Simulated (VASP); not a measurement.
Set up this calculation in VASP 6.6.1, as the native input.

- Task: single point
- Functional: LDA
- Potentials or basis: VASP PAW LDA potentials, release 64 (Pb_d, O)
- Cutoff: 520 eV
- k mesh: 6 × 6 × 4
- Occupations: gaussian, width 0.01 eV
- Spin: no spin polarisation
- Dipole correction: no
- Further INCAR settings: ALGO = Normal; EDIFF = 1e-06; NBANDS = 28

The structure of PbO lies in POSCAR:

```
PbO
1.0
    4.2603255280      0.0000000001      0.0000000000
   -2.1301627640      3.6895501356      0.0000000000
    0.0000000000      0.0000000000      5.2767566649
Pb O
2 2
Direct
    0.3333333333      0.6666666667      0.2500000000
    0.6666666667      0.3333333333      0.7500000000
    0.6666666667      0.3333333333      0.2500000000
    0.3333333333      0.6666666667      0.7500000000
```

The input as run:

INCAR

```
ALGO = Normal
EDIFF = 1E-6
ENCUT = 520
GGA = CA
ISIF = 2
ISMEAR = 0
LASPH = True
LCHARG = True
LELF = True
LREAL = False
LVHAR = True
LWAVE = False
NBANDS = 28
NELM = 80
PREC = Accurate
SIGMA = 0.01
```

KPOINTS

```
k-points
0
Gamma
  6 6 4
```

Potentials or basis: VASP PAW LDA potentials, release 64 (Pb_d, O).

Launch:

```bash
$ cat potpaw_LDA.64/Pb_d/POTCAR potpaw_LDA.64/O/POTCAR > POTCAR
$ mpirun -np 1 vasp_std > vasp.out
```

It gave:

- Pressure: -3.7 GPa
- Band gap on the k mesh: 1.20 eV

Caveat: the cell stands under tension; spin-orbit coupling is left out, which moves the levels of the heavy elements.

It took 44 s on 1 thread of Intel Xeon 8259CL, with other jobs on the host, peak memory 0.18 GiB.
